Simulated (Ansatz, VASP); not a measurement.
MnSi4 in VASP and in Ansatz

```xyz
5
Lattice="5.0742 0.0000 0.0000 -2.5371 4.3944 0.0000 0.0000 0.0000 4.6474" Properties=species:S:1:pos:R:3 pbc="T T T"
Mn    0.0000    0.0000    2.3237
Si    2.5371    0.0000    0.0000
Si   -1.2686    2.1972    0.0000
Si    1.2686    2.1972    0.0000
Si    0.0000    0.0000    0.0000
```

Alike in both runs: functional PBE; k mesh 6 × 6 × 4; occupations gaussian, width 0.1 eV; collinear spin.

Ansatz relaxed the structure, and its values are those at the end. VASP's run is a single point on that final structure, the one shown.

|  | VASP | Ansatz |
| --- | --- | --- |
| version | VASP 6.6.1 | Ansatz 0.2.0 |
| potentials or method | VASP PAW PBE potentials, release 64 (Mn_pv, Si), cutoff 520 eV | scalar-relativistic, plane waves, PAW |
| valence electrons in the cell | 29 | 31 |

|  | VASP | Ansatz | Ansatz less VASP |
| --- | --- | --- | --- |
| gap on the k mesh at the Fermi level (eV) | none | none | - |
| pressure (GPa) | -0.1 | -0.1 | +0.01 |
| net moment per atom (μB) | 0.78 | 0.78 | 0.000 |
| size of the moment on the site where the two differ most (μB) | 3.73 | 3.51 | -0.213 |

Site moments also hang on the region over which each program counts them. A gap of «none» marks a metal or a gap that the smearing closes. VASP's potentials hold 29 valence electrons a cell and Ansatz's 31, so a difference there can come from the potentials and not from the codes.
